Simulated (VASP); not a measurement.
In: single point with LDA

In:

```
In
1.0
    -1.60199    1.62820    2.47557
     1.62820   -1.60199    2.47557
     1.52605    1.52605   -2.45834
In
1
Direct
  0.00000 0.00000 0.00000
```

```yaml
Program: VASP 6.6.1
Task: single point
Functional: LDA
Potentials_or_basis: VASP PAW LDA potentials, release 64 (In_d)
Cutoff: 520 eV
k_mesh: 19 × 19 × 23
Occupations: fermi-dirac, width 0.1 eV
Spin: no spin polarisation
```

- Pressure: 0.1 GPa
- Band gap on the k mesh: zero (an odd number of electrons rules out a gap without spin polarisation)

Stress tensor (GPa, compression positive):
```
 0.16  0.22 -0.06
 0.22  0.16 -0.06
-0.06 -0.06 -0.11
```

Levels at points of the mesh, in eV from the Fermi level:
| k point | band 3 | band 4 | band 5 | band 6 | band 7 | band 8 | band 9 | band 10 |
| --- | --- | --- | --- | --- | --- | --- | --- | --- |
| (0.00, 0.00, 0.00) | -14.53 | -14.51 | -14.33 | -9.99 | 10.83 | 11.02 | 11.35 | 11.94 |

Wall time 3.9 min on 1 thread of Intel(R) Xeon(R) 6975P-C (Granite Rapids), with other jobs on the host, peak memory 0.66 GiB.

Caveat: spin-orbit coupling is left out, which moves the levels of the heavy elements.
